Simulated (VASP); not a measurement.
GaN:

```
CELL_PARAMETERS angstrom
0.00000 2.22304 2.22304
2.22304 0.00000 2.22304
2.22304 2.22304 0.00000
ATOMIC_POSITIONS crystal
Ga 0.00000 0.00000 0.00000
N 0.25000 0.25000 0.25000
```

Base run:

```yaml
Program: VASP 6.6.1
Functional: RPBE
Potentials_or_basis: VASP PAW PBE potentials, release 64 (Ga_d, N)
Cutoff: 520 eV
k_mesh: 10 × 10 × 10
Occupations: fermi-dirac, width 0.05 eV
Spin: no spin polarisation
```

Its results: band gap on the k mesh 2.04 eV, direct; pressure 17.8 GPa.

**Question.** After a change of settings the same cell gave: band gap on the k mesh 1.99 eV, direct; pressure 13.7 GPa. Which change was it?
A. functional from RPBE to PBEsol-based global hybrid; k mesh from 10 × 10 × 10 to 5 × 5 × 5
B. functional from RPBE to r2SCAN; dispersion from none to D3(BJ)
C. functional from RPBE to PBE
D. functional from RPBE to BLYP; dispersion from none to D3(BJ)

**Answer.** C.

PBE binds more tightly than RPBE, so the same cell stands under less pressure.

Caveats: the PAW data sets were made with another functional, which shifts forces and pressure a little (some runs).
